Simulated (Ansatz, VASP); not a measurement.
## One calculation of TeW, two programs

```xyz
2
Lattice="0.0000 2.7828 2.7828 2.7828 0.0000 2.7828 2.7828 2.7828 0.0000" Properties=species:S:1:pos:R:3 pbc="T T T"
W     0.0000    0.0000    0.0000
Te    2.7828    2.7828    2.7828
```

Alike in both runs: task single point; functional r2SCAN; k mesh 14 × 14 × 14; occupations gaussian, width 0.1 eV; collinear spin.

|  | VASP | Ansatz |
| --- | --- | --- |
| version | VASP 6.6.1 | Ansatz 0.2.0 |
| potentials or method | VASP PAW PBE potentials, release 64 (W_sv, Te), cutoff 520 eV | scalar-relativistic, plane waves, PAW |
| valence electrons in the cell | 20 | 30 |

|  | VASP | Ansatz | Ansatz less VASP |
| --- | --- | --- | --- |
| gap on the k mesh at the Fermi level (eV) | none | none | - |
| pressure (GPa) | 8.5 | 8.5 | -0.04 |
| net moment per atom (μB) | 1.36 | 1.36 | +0.001 |
| size of the moment on the site where the two differ most (μB) | 2.23 | 2.06 | -0.171 |

VASP's potentials were made for PBE, not for r2SCAN. Site moments also hang on the region over which each program counts them. A gap of «none» marks a metal or a gap that the smearing closes. VASP's potentials hold 20 valence electrons a cell and Ansatz's 30, so a difference there can come from the potentials and not from the codes. Ansatz's warnings: stability check not made.

Neither program's run includes spin-orbit coupling.
